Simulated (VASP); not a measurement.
**MoS2: single point with PBEsol**

Crystal: MoS2.

```
Mo S
1.0
     3.01573    0.00000    0.00000
    -1.50787    2.61170    0.00000
     0.00000    0.00000   12.88713
Mo S
2 4
Cartesian
  1.5079 0.8706 3.2218
  0.0000 1.7411 9.6653
  1.5079 0.8706 8.0603
  0.0000 1.7411 4.8268
  1.5079 0.8706 11.2704
  0.0000 1.7411 1.6167
```

This cell differs from its parent crystal: biaxial strain in the a-b plane: -4.0 %.

* Program: VASP 6.6.1
* Task: single point
* Functional: PBEsol
* Potentials or basis: VASP PAW PBE potentials, release 64 (Mo_sv, S)
* Cutoff: 520 eV
* k mesh: 12 × 12 × 2
* Occupations: gaussian, width 0.02 eV
* Spin: no spin polarisation
* Dipole correction: no
* Further INCAR settings: ALGO = Normal; EDIFF = 1e-06; NBANDS = 35

The pressure is 8.4 GPa. The largest force is 0.010 eV/Å and the band gap on the k mesh is 1.24 eV (least direct gap 2.09 eV).

Forces on the atoms (eV/Å):
```
Mo   0.000  0.000  0.000
Mo   0.000  0.000  0.000
S    0.000  0.000 -0.010
S    0.000  0.000  0.010
S    0.000  0.000  0.010
S    0.000  0.000 -0.010
```

Stress tensor (GPa, compression positive):
```
12.67  0.00  0.00
 0.00 12.67  0.00
 0.00  0.00 -0.11
```

Levels at points of the mesh, in eV from the valence-band top:
```tsv
k point	band 22	band 23	band 24	band 25	band 26	band 27	band 28	band 29	band 30	band 31
(0.00, 0.00, 0.00)	-1.19	-1.19	-1.17	-1.17	-0.02	3.14	3.14	3.16	3.16	3.25
(0.50, 0.00, 0.00)	-2.38	-0.89	-0.87	-0.69	-0.55	2.85	2.87	2.88	3.27	3.55
(0.00, 0.00, 0.50)	-1.18	-1.18	-1.18	-0.36	-0.36	3.14	3.14	3.14	3.14	3.30
(0.50, 0.00, 0.50)	-2.47	-0.88	-0.88	-0.62	-0.62	2.86	2.86	3.08	3.08	3.88
```

It took 3.7 min on 1 thread of Intel Xeon 8259CL, with other jobs on the host, peak memory 0.28 GiB.

Caveat: the cell differs from its parent crystal (biaxial strain in the a-b plane: -4.0 %); the cell stands under pressure; the PAW data sets were made with another functional, which shifts forces and pressure a little; this functional lacks dispersion, which binds the layers, so the pressure and a relaxed spacing across them are unreliable. A k mesh can miss the band edges.
